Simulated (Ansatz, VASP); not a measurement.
One calculation of BN, two programs

Contents of INCAR:

```
  PREC = Accurate
  ENCUT = 520
  EDIFF = 1E-6
  ISMEAR = 0
  SIGMA = 0.01
  LREAL = F
  LASPH = T
  NELM = 80
  ALGO = Normal
  ISIF = 2
  LWAVE = F
  LCHARG = T
  GGA = PS
  LELF = T
  LVHAR = T
  NBANDS = 11
```

KPOINTS

```
Automatic mesh
0
Gamma
  9 9 9
```

The input POSCAR:

```
BN
1.0
    0.0000000000      1.8075000000      1.8075000000
    1.8075000000      0.0000000000      1.8075000000
    1.8075000000      1.8075000000      0.0000000000
B N
1 1
Direct
    0.0000000000      0.0000000000      0.0000000000
    0.2500000000      0.2500000000      0.2500000000
```

Input for Ansatz:

```yaml
crystal:
  lattice:
    - [0.0, 1.8075, 1.8075]
    - [1.8075, 0.0, 1.8075]
    - [1.8075, 1.8075, 0.0]
  atoms:
    - { symbol: B, position: [0.0, 0.0, 0.0] }
    - { symbol: "N", position: [0.25, 0.25, 0.25] }
basis:
  ecutwfc: 470.0
kpoints:
  mp_grid:
    grid: [9, 9, 9]
hamiltonian:
  xc: pbesol
  pseudopotentials:
    kind: paw
scf:
  occupations:
    method: fixed
output:
  eigenvalues: true
```

Alike in both runs: task single point; functional PBEsol; k mesh 9 × 9 × 9; no spin polarisation.

|  | VASP | Ansatz |
| --- | --- | --- |
| version | VASP 6.6.1 | Ansatz 0.2.0 |
| potentials or method | VASP PAW PBE potentials, release 64 (B, N), cutoff 520 eV | plane waves, PAW |
| occupations | gaussian, width 0.01 eV | fixed |
| valence electrons in the cell | 8 | 8 |

|  | VASP | Ansatz | Ansatz less VASP |
| --- | --- | --- | --- |
| gap on the k mesh at the Fermi level (eV) | 4.43 | 4.45 | +0.011 |

VASP's potentials were made for PBE, not for PBEsol.
